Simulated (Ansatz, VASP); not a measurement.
**TePb: VASP beside Ansatz**

```
CELL_PARAMETERS angstrom
0.00000 3.26784 3.26784
3.20248 0.00000 3.26784
3.20248 3.26784 0.00000
ATOMIC_POSITIONS crystal
Pb 0.00000 0.00000 0.00000
Te 0.50000 0.50000 0.50000
```

Change from the starting cell: uniaxial_x strain -2.0%.

Alike in both runs: task single point; functional PBE; k mesh 8 × 8 × 8; occupations fermi-dirac, width 0.02 eV; no spin polarisation.

|  | VASP | Ansatz |
| --- | --- | --- |
| version | VASP 6.6.1 | Ansatz 0.2.0 |
| potentials or method | VASP PAW PBE potentials, release 64 (Pb_d, Te) | plane waves, PAW |
| plane-wave cutoff (eV) | 520 | 420 |
| valence electrons in the cell | 20 | 30 |

```tsv
	VASP	Ansatz	Ansatz less VASP
gap on the k mesh at the Fermi level (eV)	0.74	0.74	-0.005
pressure (GPa)	1.5	1.5	+0.06
traceless stress, the component that is largest in VASP (GPa)	1.62	1.62	0.000
```

VASP's potentials hold 20 valence electrons a cell and Ansatz's 30, so a difference there can come from the potentials and not from the codes.

Neither program's run includes spin-orbit coupling.
